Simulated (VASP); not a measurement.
A run of VASP 6.6.1 is set up as follows.

The input POSCAR:

```
BaF2
1.0
    0.0000000000      3.0973610025      3.0973610025
    3.0973610025      0.0000000000      3.0973610025
    3.0973610025      3.0973610025      0.0000000000
Ba F
1 2
Direct
    0.0000000000      0.0000000000      0.0000000000
    0.2500000000      0.2500000000      0.2500000000
    0.7500000000      0.7500000000      0.7500000000
```

INCAR.step1

```
PREC = Accurate
ENCUT = 660
ISMEAR = 0
SIGMA = 0.02
LREAL = F
LASPH = T
NELM = 120
NBANDS = 19
GGA = PE
ALGO = Normal
EDIFF = 1E-5
LWAVE = T
LCHARG = F
GGA_COMPAT = F
```

INCAR.step2

```
PREC = Accurate
ENCUT = 660
EDIFF = 1E-6
ISMEAR = 0
SIGMA = 0.02
LREAL = F
LASPH = T
NELM = 120
ALGO = Normal
ISIF = 2
LWAVE = F
LCHARG = T
METAGGA = R2SCAN
LMIXTAU = T
LELF = T
LVHAR = T
NBANDS = 19
ISTART = 1
GGA_COMPAT = F
```

The input KPOINTS:

```
regular mesh
0
Gamma
  6 6 6
```

Potentials or basis: VASP PAW PBE potentials, release 64 (Ba_sv, F).

The run is started by

```console
$ cat potpaw_PBE.64/Ba_sv/POTCAR potpaw_PBE.64/F/POTCAR > POTCAR
$ cp INCAR.step1 INCAR
$ mpirun -np 1 vasp_std > vasp.out
$ cp INCAR.step2 INCAR
$ mpirun -np 1 vasp_std > vasp.out
```

Q: What does it give for the band gap on the k mesh?

A: 7.36 eV (least direct gap 7.43 eV).

Q: Estimate the pressure.

A: 0.9 GPa.

Caveat: the PAW data sets were made with another functional, which shifts forces and pressure a little; spin-orbit coupling is left out, which moves the levels of the heavy elements. r2SCAN opens gaps a little over a GGA but as a rule still falls short of measured ones.
